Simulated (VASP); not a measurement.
A run of VASP 6.6.1 is set up as follows.

The input INCAR:

```
SYSTEM = Cu
PREC = Accurate
ENCUT = 520
EDIFF = 1E-8
ISMEAR = -1
SIGMA = 0.08
LREAL = .False.
LASPH = .True.
NELM = 100
ALGO = Normal
ISIF = 2
LWAVE = .False.
LCHARG = .False.
GGA = PS
LEFG = .True.
NBANDS = 12
```

KPOINTS

```
Automatic mesh
0
Gamma
  19 19 19
  0 0 0
```

File POSCAR:

```
Cu
1.0
    0.0000000000      1.7830713297      1.7830713297
    1.7830713297      0.0000000000      1.7830713297
    1.7830713297      1.7830713297      0.0000000000
Cu
1
Direct
    0.0000000000      0.0000000000      0.0000000000
```

Potentials or basis: VASP PAW PBE potentials, release 64 (Cu).

Launch:

```console
$ cat potpaw_PBE.64/Cu/POTCAR > POTCAR
$ mpirun -np 1 vasp_std > vasp.out
```

Problem. Estimate the pressure.

Solution. 0.3 GPa.

Caveat: without QUAD_EFG the Cq values of the log hold for a quadrupole moment of 1 mb, not for the nuclei; the PAW data sets were made with another functional, which shifts forces and pressure a little.
